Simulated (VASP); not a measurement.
# LiY3 (Fm-3m) in VASP: notebook, part 2 of 2

VASP 6.6.1.

**3. Single point, r2SCAN**

The input, POSCAR:

```
LiY3
1.0
    0.0000000000      3.8998520000      3.8998520000
    3.8998520000      0.0000000000      3.8998520000
    3.8998520000      3.8998520000      0.0000000000
Li Y
1 3
Direct
    0.0000000000      0.0000000000      0.0000000000
    0.2500000000      0.2500000000      0.2500000000
    0.7500000000      0.7500000000      0.7500000000
    0.5000000000      0.5000000000      0.5000000000
```

The input, INCAR.step1:

```
PREC = Accurate
ENCUT = 830
ISMEAR = -1
SIGMA = 0.05
LREAL = F
LASPH = T
NELM = 120
NBANDS = 26
GGA = PE
ALGO = Normal
EDIFF = 1E-5
LWAVE = T
LCHARG = F
GGA_COMPAT = F
```

The input, INCAR.step2:

```
PREC = Accurate
ENCUT = 830
EDIFF = 1E-6
ISMEAR = -1
SIGMA = 0.05
LREAL = F
LASPH = T
NELM = 120
ALGO = Normal
ISIF = 2
LWAVE = F
LCHARG = F
METAGGA = R2SCAN
LMIXTAU = T
NBANDS = 26
ISTART = 1
GGA_COMPAT = F
```

The input, KPOINTS:

```
Automatic mesh
0
Gamma
  3 3 3
```

Potentials or basis: VASP PAW PBE potentials, release 64 (Li_sv, Y_sv).

The run is started by

```sh
cat potpaw_PBE.64/Li_sv/POTCAR potpaw_PBE.64/Y_sv/POTCAR > POTCAR
cp INCAR.step1 INCAR
mpirun -np 1 vasp_std > vasp.out
cp INCAR.step2 INCAR
mpirun -np 1 vasp_std > vasp.out
```

OUTCAR:

```text
PREC = Accurate
   ENCUT = 830
   EDIFF = 1E-6
   ISMEAR = -1
   LREAL = F
   LASPH = T
   NELM = 120
   ISIF = 2
   METAGGA = R2SCAN
   ISTART = 1

 ion  position               nearest neighbor table
   1  0.000  0.000  0.000-   2 3.38   3 3.38   3 3.38   3 3.38   3 3.38   2 3.38   2 3.38   2 3.38

   2  0.250  0.250  0.250-   1 3.38   4 3.38   1 3.38   1 3.38   1 3.38   4 3.38   4 3.38   4 3.38
                             3 3.90   3 3.90   3 3.90   3 3.90   3 3.90   3 3.90
   3  0.750  0.750  0.750-   1 3.38   4 3.38   4 3.38   4 3.38   4 3.38   1 3.38   1 3.38   1 3.38
                             2 3.90   2 3.90   2 3.90   2 3.90   2 3.90   2 3.90
   4  0.500  0.500  0.500-   2 3.38   3 3.38   2 3.38   2 3.38   2 3.38   3 3.38   3 3.38   3 3.38

  LATTYP: Found a face centered cubic cell.
 ALAT       =     7.7997040000

  Lattice vectors:

 A1 = (   0.0000000000,   3.8998520000,   3.8998520000)
 A2 = (   3.8998520000,   0.0000000000,   3.8998520000)
 A3 = (   3.8998520000,   3.8998520000,   0.0000000000)

Analysis of symmetry for initial positions (statically):
=====================================================================
 Subroutine PRICEL returns:
 Original cell was already a primitive cell.

 Routine SETGRP: Setting up the symmetry group for a
 face centered cubic supercell.

 Subroutine GETGRP returns: Found 48 space group operations
 (whereof 48 operations were pure point group operations)
 out of a pool of 48 trial point group operations.

The static configuration has the point symmetry O_h .

Analysis of symmetry for dynamics (positions and initial velocities):
=====================================================================
 Subroutine PRICEL returns:
 Original cell was already a primitive cell.

 Routine SETGRP: Setting up the symmetry group for a
 face centered cubic supercell.

 Subroutine GETGRP returns: Found 48 space group operations
 (whereof 48 operations were pure point group operations)
 out of a pool of 48 trial point group operations.

The dynamic configuration has the point symmetry O_h .

 Subroutine INISYM returns: Found 48 space group operations
 (whereof 48 operations are pure point group operations),
 and found     1 'primitive' translations

----------------------------------------------------------------------------------------

                                     Primitive cell

  volume of cell :     118.6245

  direct lattice vectors                    reciprocal lattice vectors
     0.000000000  3.899852000  3.899852000    -0.128209994  0.128209994  0.128209994
     3.899852000  0.000000000  3.899852000     0.128209994 -0.128209994  0.128209994
     3.899852000  3.899852000  0.000000000     0.128209994  0.128209994 -0.128209994

  length of vectors
     5.515223590  5.515223590  5.515223590     0.222066223  0.222066223  0.222066223

  position of ions in fractional coordinates (direct lattice)
     0.000000000  0.000000000  0.000000000
     0.250000000  0.250000000  0.250000000
     0.750000000  0.750000000  0.750000000
     0.500000000  0.500000000  0.500000000

  ion indices of the primitive-cell ions
   primitive index   ion index
                 1           1
                 2           2
                 3           3
                 4           4

----------------------------------------------------------------------------------------

 KPOINTS: Automatic mesh

Automatic generation of k-mesh.
 Grid dimensions read from file:
 generate k-points for:    3    3    3

 Generating k-lattice:

  Cartesian coordinates                     Fractional coordinates (reciprocal lattice)
    -0.042736665  0.042736665  0.042736665     0.333333333  0.000000000  0.000000000
     0.042736665 -0.042736665  0.042736665     0.000000000  0.333333333  0.000000000
     0.042736665  0.042736665 -0.042736665     0.000000000  0.000000000  0.333333333

  Length of vectors
     0.074022074  0.074022074  0.074022074

  Shift w.r.t. Gamma in fractional coordinates (k-lattice)
     0.000000000  0.000000000  0.000000000

 Subroutine IBZKPT returns following result:
 ===========================================

 Found      4 irreducible k-points:

 Following reciprocal coordinates:
            Coordinates               Weight
  0.000000  0.000000  0.000000      1.000000
  0.333333  0.000000  0.000000      8.000000
  0.333333  0.333333  0.000000      6.000000
 -0.333333  0.333333  0.000000     12.000000
   k-points           NKPTS =      4   k-points in BZ     NKDIM =      4   number of bands    NBANDS=     26
   number of dos      NEDOS =    301   number of ions     NIONS =      4
   total plane-waves  NPLWV = 157464
   dimension x,y,z NGX =    54 NGY =   54 NGZ =   54
   dimension x,y,z NGXF=   108 NGYF=  108 NGZF=  108
   ions per type =               1   3
   NGX,Y,Z   is equivalent  to a cutoff of  16.28, 16.28, 16.28 a.u.
   NGXF,Y,Z  is equivalent  to a cutoff of  32.55, 32.55, 32.55 a.u.
 SYSTEM =  unknown system
   PREC   = accura    normal or accurate (medium, high low for compatibility)
   ISTART =      1    job   : 0-new  1-cont  2-samecut
   ICHARG =      0    charge: 1-file 2-atom 10-const
   ISPIN  =      1    spin polarized calculation?
   LNONCOLLINEAR =      F non collinear calculations
   LSORBIT =      F    spin-orbit coupling
   LASPH  =      T    aspherical Exc in radial PAW
   ENCUT  =  830.0 eV  61.00 Ry    7.81 a.u.  12.96 12.96 12.96*2*pi/ulx,y,z
   NELM   =    120;   NELMIN=  2; NELMDL=  0     # of ELM steps
   EDIFF  = 0.1E-05   stopping-criterion for ELM
   LREAL  =      F    real-space projection
   EDIFFG = 0.1E-04   stopping-criterion for IOM
   NSW    =      0    number of steps for IOM
   IBRION =     -1    ionic relax: 0-MD 1-quasi-New 2-CG
   NFREE  =      0    steps in history (QN), initial steepest desc. (CG)
   ISIF   =      2    stress and relaxation
   ISYM   =      2    0-nonsym 1-usesym 2-fastsym
   POTIM  = 0.5000    time-step for ionic-motion
   TEBEG  =    0.0;   TEEND  =   0.0 temperature during run
   PSTRESS=    0.0 pullay stress
   NELECT =      36.0000    total number of electrons
   NUPDOWN=      -1.0000    fix difference up-down
   EMIN   =  10.00;   EMAX   =-10.00  energy-range for DOS
   EFERMI =   0.00;   METHOD = LEGACY
   ISMEAR =    -1;   SIGMA  =   0.05  broadening in eV -4-tet -1-fermi 0-gaus
   EFERMI_NEDOS =   21; number of points for ismear=-14 and -15
   IALGO  =     38    algorithm
   IMIX   =      4    mixing-type and parameters
     AMIX     =   0.40;   BMIX     =  1.00
     AMIX_MAG =   1.60;   BMIX_MAG =  1.00
  volume/ion in A,a.u.               =      29.66       200.13
  Fermi-wavevector in a.u.,A,eV,Ry     =   1.100147  2.078977 16.467462  1.210324
  Thomas-Fermi vector in A             =   2.236554
   LORBIT       =      0    0 simple, 1 ext, 2 COOP (PROOUT), +10 PAW based schemes
   METAGGA = R2SCAN    functional components
   LHFCALC =     F    Hartree Fock is set to
   AEXX    =    0.0000 exact exchange contribution
   IVDW    =     0    specifies the selected vdW correction
   LEPSILON=     F    determine dielectric tensor
   LRPA    =     F    only Hartree local field effects (RPA)
 non-spin polarized calculation
  energy-cutoff  :      830.00
  volume of cell :      118.62
 maximum number of plane-waves:      6459
 NGX is ok and might be reduce to    54
   NGX = 25   NGY = 25   NGZ = 25

 number of electron      35.9999999 magnetization

 Free energy of the ion-electron system (eV)
  ---------------------------------------------------
  ext. energy  EPLUGINS =         0.00000000
  ---------------------------------------------------
  free energy    TOTEN  =       -62.34677115 eV

  energy without entropy =      -62.29178451  energy(sigma->0) =      -62.31927783

 E-fermi :   2.7695     XC(G=0):  -9.6503

 val. band max:        2.7569184465   @ k =   0.3333   0.0000   0.0000
 cond. band min:       2.8703110701   @ k =  -0.3333   0.3333   0.0000
 fundamental gap:      0.1133926236
 Fermi energy:         2.7694579721

 k-point     1 :       0.0000    0.0000    0.0000
  band No.  band energies     occupation
      1     -44.4480      2.00000
      2     -41.8415      2.00000
      3     -41.7984      2.00000
      4     -41.5946      2.00000
      5     -21.2288      2.00000
      6     -21.2288      2.00000
[... 105 lines left out ...]
     25       5.2535      0.00000
     26       5.9782      0.00000

------------------------ aborting loop because EDIFF is reached ----------------------------------------

  FORCE on cell =-STRESS in cart. coord.  units (eV):
  Direction    XX          YY          ZZ          XY          YZ          ZX
  --------------------------------------------------------------------------------------
  -------------------------------------------------------------------------------------
  Total        0.0068686      0.0068686      0.0068686      0.0000000      0.0000000      0.0000000
  in kB        0.0927689      0.0927689      0.0927689      0.0000000      0.0000000      0.0000000
  external PRESSURE =       0.0927689 kB  Pullay stress =       0.0000000 kB

 VOLUME and BASIS-vectors are now :
 -----------------------------------------------------------------------------
  energy-cutoff  :      830.00
  volume of cell :      118.62
      direct lattice vectors                 reciprocal lattice vectors
     0.000000000  3.899852000  3.899852000    -0.128209994  0.128209994  0.128209994
     3.899852000  0.000000000  3.899852000     0.128209994 -0.128209994  0.128209994
     3.899852000  3.899852000  0.000000000     0.128209994  0.128209994 -0.128209994

 POSITION                                       TOTAL-FORCE (eV/Angst)
 -----------------------------------------------------------------------------------
      0.00000      0.00000      0.00000         0.000000      0.000000     -0.000000
      1.94993      1.94993      1.94993         0.000000      0.000000      0.000000
      5.84978      5.84978      5.84978        -0.000000     -0.000000     -0.000000
      3.89985      3.89985      3.89985         0.000000      0.000000     -0.000000
 -----------------------------------------------------------------------------------
    total drift:                                0.000000      0.000000     -0.000000

  FREE ENERGIE OF THE ION-ELECTRON SYSTEM (eV)
  ---------------------------------------------------
  free  energy   TOTEN  =       -62.3467711508 eV

  energy  without entropy=      -62.2917845121  energy(sigma->0) =      -62.31927783
```

Run time: 4.5 min. Hardware: 1 thread of Intel Xeon Platinum 8559C (Emerald Rapids), shared host; peak memory 0.44 GiB.

What came out:

| Property | Result |
| --- | --- |
| Free energy | -62.3468 eV |
| Pressure | 0.0 GPa |
| Band gap on the k mesh | zero (bands 18 and 19 overlap by 0.48 eV) |

Levels at points of the mesh, in eV from the Fermi level:
```tsv
k point	band 14	band 15	band 16	band 17	band 18	band 19	band 20	band 21	band 22	band 23
(0.00, 0.00, 0.00)	-4.88	-1.09	-1.09	-0.49	-0.49	-0.49	0.55	0.55	0.55	3.64
```

Caveat: the k points lie up to 0.47 Å⁻¹ apart; the PAW data sets were made with another functional, which shifts forces and pressure a little.
